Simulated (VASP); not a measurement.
Runs of VASP 6.6.1 on Tm3F. The structure is that of space group Fm-3m (No. 225), or close to it. The cells are those of the table. The cell was generated, and may not be a known phase.

```csv
task,cell,k mesh,gap on the mesh (eV),pressure (GPa),relaxed volume (Å³/atom)
single point,"a = 5.302 Å, angles 60.0°, 4 atoms",12 × 12 × 12,none,0.4,-
single point,"a = 4.934 Å, angles 60.0°, 4 atoms",4 × 4 × 4,none,(b),-
single point,"a = 5.287 Å, angles 60.0°, 4 atoms",4 × 4 × 4,none,(a),-
relaxation of cell and atoms,"relaxed from a = 4.934 Å, angles 60.0°, 4 atoms",4 × 4 × 4,none,0.0,26.52
relaxation of cell and atoms,"relaxed from a = 5.287 Å, angles 60.0°, 4 atoms",12 × 12 × 12,none,0.0,26.64
```

Alike in all rows: level PBE; potentials or basis VASP PAW PBE potentials, release 64 (Tm_3, F), 4f in core; no spin polarisation; cutoff (eV) 600; smearing gaussian 0.1 eV.

Question: Fill in the values left out.

Answer: (a) 0.5; (b) 11.4.

Caveats: some runs use coarse meshes; spin-orbit coupling is left out, which moves the levels of the heavy elements; the 4f electrons are frozen in the core, so they carry no moment and show no levels; the run has no spin polarisation, though such a crystal can be magnetic; the volume moved by over 15 % at a fixed basis, so the end points are rough (at least some runs).

A k mesh can miss the band edges, and the runs leave out spin-orbit coupling on Tm.

A gap of «none» marks levels without a gap at the run's occupations.
